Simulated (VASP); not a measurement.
Input of a VASP 6.6.1 run:

The input INCAR:

```
ALGO = Normal
EDIFF = 1E-7
ENCUT = 520
GGA = PE
ISIF = 2
ISMEAR = 0
ISPIN = 2
LASPH = T
LCHARG = T
LELF = T
LMAXMIX = 4
LORBIT = 11
LREAL = F
LVHAR = T
LWAVE = F
MAGMOM = 2 0
NBANDS = 23
NELM = 150
PREC = Accurate
SIGMA = 0.1
```

File KPOINTS:

```
k-points
0
Gamma
  6 6 6
```

POSCAR

```
YV
1.0
    3.6043986357      0.0000000000      0.0000000000
    0.0000000000      3.6043986357      0.0000000000
    0.0000000000      0.0000000000      3.6043986357
V Y
1 1
Direct
    0.0000000000      0.0000000000      0.0000000000
    0.5000000000      0.5000000000      0.5000000000
```

Potentials or basis: VASP PAW PBE potentials, release 64 (V_sv, Y_sv).

Run with:

```bash
$ cat potpaw_PBE.64/V_sv/POTCAR potpaw_PBE.64/Y_sv/POTCAR > POTCAR
$ mpirun -np 1 vasp_std > vasp.out
```

(1) Predict the net moment.

(2) Predict the pressure.

(3) Estimate the site moments.

Answers

(1) 3.45 μB per cell.

(2) 0.1 GPa.

(3) V +2.41; Y +0.37 μB.
